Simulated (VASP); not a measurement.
# Co (Pm-3m) in VASP: further runs, part 2 of 2

VASP 6.6.1. Earlier steps stand in the parts before.

## 4. Single point, PBE, collinear spin, ferromagnetic start (11.79 Å³/atom)

INCAR reads:

```
SYSTEM = Co
PREC     = Accurate       ! precision mode
ENCUT    = 520            ! plane-wave cutoff, eV
EDIFF    = 1E-7           ! SCF threshold, eV
ISMEAR   = -1             ! smearing method
SIGMA    = 0.05           ! smearing width, eV
LREAL    = .FALSE.        ! projectors in reciprocal space
LASPH    = .TRUE.         ! aspherical terms in the spheres
NELM     = 150            ! most SCF steps
ALGO     = Normal         ! electronic algorithm
ISIF     = 2              ! what is computed and relaxed
LWAVE    = .FALSE.        ! write WAVECAR
LCHARG   = .TRUE.         ! write CHGCAR
ISPIN    = 2              ! spin polarisation
MAGMOM   = 1.898          ! initial moments
LORBIT   = 11             ! projections on sites
LMAXMIX  = 4              ! l up to which the mixer works
GGA      = PE             ! functional
LELF     = .TRUE.         ! ELF
LVHAR    = .TRUE.       
NBANDS   = 14             ! bands
```

KPOINTS reads:

```
regular mesh
0
G
  22 22 22
  0 0 0
```

POSCAR reads:

```
Co
1.0
    2.2759685861      0.0000000000      0.0000000000
    0.0000000000      2.2759685861      0.0000000000
    0.0000000000      0.0000000000      2.2759685861
Co
1
Direct
    0.0000000000      0.0000000000      0.0000000000
```

On the command line:

```console
$ cat potpaw_PBE.64/Co/POTCAR > POTCAR
$ mpirun -np 1 vasp_std > vasp.out
```

Run time: 42 s. Hardware: 1 thread of Intel Xeon 6975P-C (Granite Rapids), shared host; peak memory 0.19 GiB.

The run converged. Its results:

```yaml
Free_energy: -6.2429 eV
Pressure: 11.9 GPa
Net_moment: 1.70 μB per cell
Site_moments: Co +1.70 μB
Valence_electrons_inside_the_program's_atomic_spheres: Co 8.31
```

Levels at points of the mesh, in eV from the Fermi level:
Spin up:
| k point | band 3 | band 4 | band 5 | band 6 | band 7 | band 8 |
| --- | --- | --- | --- | --- | --- | --- |
| (0.00, 0.00, 0.00) | -4.56 | -0.92 | -0.92 | -0.92 | 19.91 | 19.91 |
| (0.50, 0.00, 0.00) | -2.18 | -2.18 | -1.52 | -0.81 | 4.06 | 24.17 |
| (0.50, 0.50, 0.00) | -1.93 | -1.93 | 0.29 | 5.18 | 5.18 | 11.40 |
| (0.50, 0.50, 0.50) | -4.42 | 0.36 | 0.36 | 12.42 | 12.42 | 12.42 |
Spin down:
| k point | band 2 | band 3 | band 4 | band 5 | band 6 | band 7 |
| --- | --- | --- | --- | --- | --- | --- |
| (0.00, 0.00, 0.00) | -3.39 | -3.39 | 1.24 | 1.24 | 1.24 | 20.29 |
| (0.50, 0.00, 0.00) | -2.80 | -1.47 | -0.18 | -0.18 | 1.37 | 5.12 |
| (0.50, 0.50, 0.00) | -2.36 | 0.12 | 0.12 | 1.83 | 5.38 | 5.38 |
| (0.50, 0.50, 0.50) | -2.82 | -2.82 | 1.91 | 1.91 | 12.81 | 12.81 |

Caveat: the cell stands under pressure.

## 5. Single point, PBE, collinear spin, ferromagnetic start (12.30 Å³/atom)

INCAR reads:

```
SYSTEM = Co
PREC = Accurate
ENCUT = 520
EDIFF = 1E-7
ISMEAR = -1
SIGMA = 0.05
LREAL = .False.
LASPH = .True.
NELM = 150
ALGO = Normal
ISIF = 2
LWAVE = .False.
LCHARG = .True.
ISPIN = 2
MAGMOM = 1.898
LORBIT = 11
LMAXMIX = 4
GGA = PE
LELF = .True.
LVHAR = .True.
NBANDS = 14
```

KPOINTS reads:

```
Automatic mesh
0
Gamma
  22 22 22
  0 0 0
```

POSCAR reads:

```
Co
1.0
    2.3084868164      0.0000000000      0.0000000000
    0.0000000000      2.3084868164      0.0000000000
    0.0000000000      0.0000000000      2.3084868164
Co
1
Direct
    0.0000000000      0.0000000000      0.0000000000
```

Potentials or basis: VASP PAW PBE potentials, release 64 (Co).

On the command line:

```console
$ cat potpaw_PBE.64/Co/POTCAR > POTCAR
$ mpirun -np 1 vasp_std > vasp.out
```

OUTCAR:

```text
SYSTEM = Co
   PREC = Accurate
   ENCUT = 520
   EDIFF = 1E-7
   ISMEAR = -1
   LREAL = .False.
   LASPH = .True.
   NELM = 150
   ISIF = 2
   ISPIN = 2
   LORBIT = 11
   GGA = PE

 ion  position               nearest neighbor table
   1  0.000  0.000  0.000-

  LATTYP: Found a simple cubic cell.
 ALAT       =     2.3084868164

  Lattice vectors:

 A1 = (   2.3084868164,   0.0000000000,   0.0000000000)
 A2 = (   0.0000000000,   2.3084868164,   0.0000000000)
 A3 = (   0.0000000000,   0.0000000000,   2.3084868164)

Analysis of symmetry for initial positions (statically):
=====================================================================
 Subroutine PRICEL returns:
 Original cell was already a primitive cell.

 Routine SETGRP: Setting up the symmetry group for a
 simple cubic supercell.

 Subroutine GETGRP returns: Found 48 space group operations
 (whereof 48 operations were pure point group operations)
 out of a pool of 48 trial point group operations.

The static configuration has the point symmetry O_h .

Analysis of symmetry for dynamics (positions and initial velocities):
=====================================================================
 Subroutine PRICEL returns:
 Original cell was already a primitive cell.

 Routine SETGRP: Setting up the symmetry group for a
 simple cubic supercell.

 Subroutine GETGRP returns: Found 48 space group operations
 (whereof 48 operations were pure point group operations)
 out of a pool of 48 trial point group operations.

The dynamic configuration has the point symmetry O_h .

Analysis of structural, dynamic, and magnetic symmetry:
=====================================================================
 Subroutine PRICEL returns:
 Original cell was already a primitive cell.

 Routine SETGRP: Setting up the symmetry group for a
 simple cubic supercell.

 Subroutine GETGRP returns: Found 48 space group operations
 (whereof 48 operations were pure point group operations)
 out of a pool of 48 trial point group operations.

[... 161 lines left out ...]
      5       7.8181      1.00000
      6       7.8181      1.00000
      7      28.2210      0.00000
      8      28.2210      0.00000
      9      28.2210      0.00000
     10      32.1981      0.00000
     11      32.1981      0.00000
     12      36.6760      0.00000
     13      45.5833      0.00000
     14      49.7208      0.00000
[... 379 lines left out ...]
      3       4.6488      1.00000
      4       7.6144      1.00000
      5       7.7100      1.00000
      6       7.7422      1.00000
      7      25.5329      0.00000
      8      26.1647      0.00000
      9      28.9046      0.00000
     10      33.0248      0.00000
     11      35.4484      0.00000
     12      38.8956      0.00000
     13      45.4656      0.00000
     14      46.0595      0.00000

 [... further k-points ...]

 spin component 2

 k-point     1 :       0.0000    0.0000    0.0000
  band No.  band energies     occupation
      1       0.5867      1.00000
      2       5.6955      1.00000
      3       5.6955      1.00000
      4      10.0885      0.00000
      5      10.0885      0.00000
      6      10.0885      0.00000
      7      28.6041      0.00000
      8      28.6041      0.00000
      9      28.6041      0.00000
     10      32.5017      0.00000
     11      32.5017      0.00000
     12      36.7022      0.00000
     13      49.3662      0.00000
     14      49.9943      0.00000
[... 379 lines left out ...]
      3       5.9089      1.00000
      4       9.8484      0.00000
      5       9.9603      0.00000
      6      10.0025      0.00000
      7      25.9415      0.00000
      8      26.5275      0.00000
      9      29.3120      0.00000
     10      33.2603      0.00000
     11      35.7320      0.00000
     12      39.0343      0.00000
     13      46.2440      0.00000
     14      48.9199      0.00000

 [... further k-points ...]

------------------------ aborting loop because EDIFF is reached ----------------------------------------

  FORCE on cell =-STRESS in cart. coord.  units (eV):
  Direction    XX          YY          ZZ          XY          YZ          ZX
  --------------------------------------------------------------------------------------
  -------------------------------------------------------------------------------------
  Total        0.3863263      0.3863263      0.3863263      0.0000000      0.0000000      0.0000000
  in kB       50.3132875     50.3132875     50.3132875      0.0000000      0.0000000      0.0000000
  external PRESSURE =      50.3132875 kB  Pullay stress =       0.0000000 kB

 VOLUME and BASIS-vectors are now :
 -----------------------------------------------------------------------------
  energy-cutoff  :      520.00
  volume of cell :       12.30
      direct lattice vectors                 reciprocal lattice vectors
     2.308486816  0.000000000  0.000000000     0.433184194  0.000000000  0.000000000
     0.000000000  2.308486816  0.000000000     0.000000000  0.433184194  0.000000000
     0.000000000  0.000000000  2.308486816     0.000000000  0.000000000  0.433184194

 POSITION                                       TOTAL-FORCE (eV/Angst)
 -----------------------------------------------------------------------------------
      0.00000      0.00000      0.00000         0.000000      0.000000      0.000000
 -----------------------------------------------------------------------------------
    total drift:                                0.000000      0.000000      0.000000

  FREE ENERGIE OF THE ION-ELECTRON SYSTEM (eV)
  ---------------------------------------------------
  free  energy   TOTEN  =        -6.2692597911 eV

  energy  without entropy=       -6.2563381746  energy(sigma->0) =       -6.26279898

 total charge

# of ion       s       p       d       tot
------------------------------------------
    1        0.507   0.431   7.293   8.231

 magnetization (x)

# of ion       s       p       d       tot
------------------------------------------
    1        0.007  -0.005   1.798   1.800
```

stdout:

```text
POSCAR found type information on POSCAR Co
 POSCAR found :  1 types and       1 ions
 scaLAPACK will be used
 LDA part: xc-table for (Slater+PW92), standard interpolation
 POSCAR, INCAR and KPOINTS ok, starting setup
 FFT: planning ... GRIDC
 FFT: planning ... GRID_SOFT
 FFT: planning ... GRID
 WAVECAR not read
 entering main loop
```

It took 41 s on 1 thread of Intel Xeon 6975P-C (Granite Rapids), shared host; peak memory 0.2 GiB.

What came out:

| Item | Value |
| --- | --- |
| Free energy | -6.2693 eV |
| Pressure | 5.0 GPa |
| Net moment | 1.80 μB per cell |
| Site moments | Co +1.80 μB |
| Valence electrons inside the program's atomic spheres | Co 8.23 |

Caveat: the cell stands under pressure.

## 6. Single point, PBE, collinear spin, ferromagnetic start

This run uses another cell than the first one: it holds 1 atom, not 2.

INCAR reads:

```
PREC = Accurate ; ENCUT = 520
EDIFF = 1E-7 ; ISMEAR = -1
SIGMA = 0.05 ; LREAL = F
LASPH = T ; NELM = 150
ALGO = Normal ; ISIF = 2
LWAVE = F ; LCHARG = T
ISPIN = 2 ; MAGMOM = 1.891
LORBIT = 11 ; LMAXMIX = 4
GGA = PE ; LELF = T
LVHAR = T ; NBANDS = 14
```

KPOINTS reads:

```
regular mesh
0
Gamma
  22 22 22
```

POSCAR reads:

```
Co
1.0
    2.3401138536      0.0000000000      0.0000000000
    0.0000000000      2.3401138536      0.0000000000
    0.0000000000      0.0000000000      2.3401138536
Co
1
Direct
    0.0000000000      0.0000000000      0.0000000000
```

Potentials or basis: VASP PAW PBE potentials, release 64 (Co).

On the command line:

```console
$ cat potpaw_PBE.64/Co/POTCAR > POTCAR
$ mpirun -np 1 vasp_std > vasp.out
```

OUTCAR:

```text
PREC = Accurate
   ENCUT = 520
   EDIFF = 1E-7
   ISMEAR = -1
   LREAL = F
   LASPH = T
   NELM = 150
   ISIF = 2
   ISPIN = 2
   LORBIT = 11
   GGA = PE

 ion  position               nearest neighbor table
   1  0.000  0.000  0.000-

  LATTYP: Found a simple cubic cell.
 ALAT       =     2.3401138536

  Lattice vectors:

 A1 = (   2.3401138536,   0.0000000000,   0.0000000000)
 A2 = (   0.0000000000,   2.3401138536,   0.0000000000)
 A3 = (   0.0000000000,   0.0000000000,   2.3401138536)

Analysis of symmetry for initial positions (statically):
[... 1022 lines left out ...]
  Total       -0.0553410     -0.0553410     -0.0553410      0.0000000      0.0000000     -0.0000000
  in kB       -6.9190557     -6.9190557     -6.9190557      0.0000000      0.0000000     -0.0000000
  external PRESSURE =      -6.9190557 kB  Pullay stress =       0.0000000 kB

 VOLUME and BASIS-vectors are now :
 -----------------------------------------------------------------------------
  energy-cutoff  :      520.00
  volume of cell :       12.81
      direct lattice vectors                 reciprocal lattice vectors
     2.340113854  0.000000000  0.000000000     0.427329635  0.000000000  0.000000000
     0.000000000  2.340113854  0.000000000     0.000000000  0.427329635  0.000000000
     0.000000000  0.000000000  2.340113854     0.000000000  0.000000000  0.427329635

 POSITION                                       TOTAL-FORCE (eV/Angst)
 -----------------------------------------------------------------------------------
      0.00000      0.00000      0.00000         0.000000      0.000000      0.000000
 -----------------------------------------------------------------------------------
    total drift:                               -0.000000      0.000000      0.000000

  FREE ENERGIE OF THE ION-ELECTRON SYSTEM (eV)
  ---------------------------------------------------
  free  energy   TOTEN  =        -6.2760976831 eV

  energy  without entropy=       -6.2640606048  energy(sigma->0) =       -6.27007914

 total charge

# of ion       s       p       d       tot
------------------------------------------
    1        0.493   0.406   7.265   8.163

 magnetization (x)

# of ion       s       p       d       tot
------------------------------------------
    1        0.006  -0.007   1.877   1.876
```

stdout:

```text
POSCAR found type information on POSCAR Co
 POSCAR found :  1 types and       1 ions
 scaLAPACK will be used
 LDA part: xc-table for (Slater+PW92), standard interpolation
 POSCAR, INCAR and KPOINTS ok, starting setup
 FFT: planning ... GRIDC
 FFT: planning ... GRID_SOFT
 FFT: planning ... GRID
 WAVECAR not read
 entering main loop
```

Wall time 46 s (1 thread of Intel Xeon 6975P-C (Granite Rapids), shared host); peak memory 0.2 GiB.

What came out:

```
Free energy                                           : -6.2761 eV
Pressure                                              : -0.7 GPa
Net moment                                            : 1.87 μB per cell
Site moments                                          : Co +1.88 μB
Valence electrons inside the program's atomic spheres : Co 8.16
```

Levels at points of the mesh, in eV from the Fermi level:
Spin up:
```csv
k point,band 1,band 2,band 3,band 4,band 5,band 6,band 7,band 8,band 9,band 10
"(0.00, 0.00, 0.00)",-8.23,-4.32,-4.32,-1.17,-1.17,-1.17,18.82,18.82,18.82,22.69
"(0.50, 0.00, 0.00)",-4.44,-3.88,-2.26,-2.26,-1.37,-1.07,3.42,23.36,25.90,26.17
"(0.50, 0.50, 0.00)",-5.12,-3.46,-2.04,-2.04,-0.06,4.85,4.85,10.77,11.25,30.06
"(0.50, 0.50, 0.50)",-4.20,-4.20,-4.20,0.00,0.00,11.48,11.48,11.48,13.04,16.47
```
Spin down:
```csv
k point,band 1,band 2,band 3,band 4,band 5,band 6,band 7,band 8
"(0.00, 0.00, 0.00)",-8.08,-3.00,-3.00,1.18,1.18,1.18,19.20,19.20
"(0.50, 0.00, 0.00)",-3.60,-2.48,-1.33,-0.08,-0.08,1.29,4.60,23.21
"(0.50, 0.50, 0.00)",-3.64,-2.13,0.18,0.18,1.67,5.04,5.04,11.46
"(0.50, 0.50, 0.50)",-2.44,-2.44,-2.44,1.74,1.74,11.87,11.87,11.87
```

## 7. Overview

| cell | gap on the mesh (eV) | pressure (GPa) | moment (μB) |
| --- | --- | --- | --- |
| a = 2.242 Å, 1 atom | none | 20.6 | 1.60 |
| a = 2.276 Å, 1 atom | none | 11.9 | 1.70 |
| a = 2.308 Å, 1 atom | none | 5.0 | 1.80 |
| a = 2.340 Å, 1 atom | none | -0.7 | 1.87 |

Alike in all rows: task single point; level PBE; potentials or basis VASP PAW PBE potentials, release 64 (Co); spin collinear, ferromagnetic start; k mesh 22 × 22 × 22; cutoff (eV) 520; smearing fermi-dirac 0.05 eV.

Caveats: the cell stands under pressure (at least some runs).

Total energies depend on the potentials used, so only differences within one code and one set of settings carry meaning.
